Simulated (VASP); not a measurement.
A run of VASP 6.6.1 is set up as follows.

The input INCAR:

```
PREC = Accurate
ENCUT = 520
EDIFF = 1E-6
ISMEAR = -1
SIGMA = 0.1
LREAL = F
LASPH = T
NELM = 60
ALGO = Normal
ISIF = 2
LWAVE = F
LCHARG = T
GGA = CA
LELF = T
LVHAR = T
NBANDS = 66
```

The input KPOINTS:

```
Automatic mesh
0
Gamma
  6 6 6
```

Contents of POSCAR:

```
Pb
1.0
    6.2068083126      0.0000000000      0.0000000000
    0.0000000000      6.2068083126      0.0000000000
    0.0000000000      0.0000000000      6.2068083126
Pb
8
Direct
    1.0000000000      0.0000000000      0.0000000000
    0.5000000000      0.5000000000      0.5000000000
    0.2500000000      1.0000000000      0.5000000000
    0.7500000000      1.0000000000      0.5000000000
    0.5000000000      0.2500000000      1.0000000000
    0.5000000000      0.7500000000      1.0000000000
    0.0000000000      0.5000000000      0.2500000000
    0.0000000000      0.5000000000      0.7500000000
```

Potentials or basis: VASP PAW LDA potentials, release 64 (Pb_d).

Run with:

```console
$ cat potpaw_LDA.64/Pb_d/POTCAR > POTCAR
$ mpirun -np 1 vasp_std > vasp.out
```

Task: Predict the pressure.

Result: -0.2 GPa.

Task: Predict the band gap on the k mesh.

Result: Zero (bands 56 and 57 overlap by 1.33 eV).

Caveat: spin-orbit coupling is left out, which moves the levels of the heavy elements.
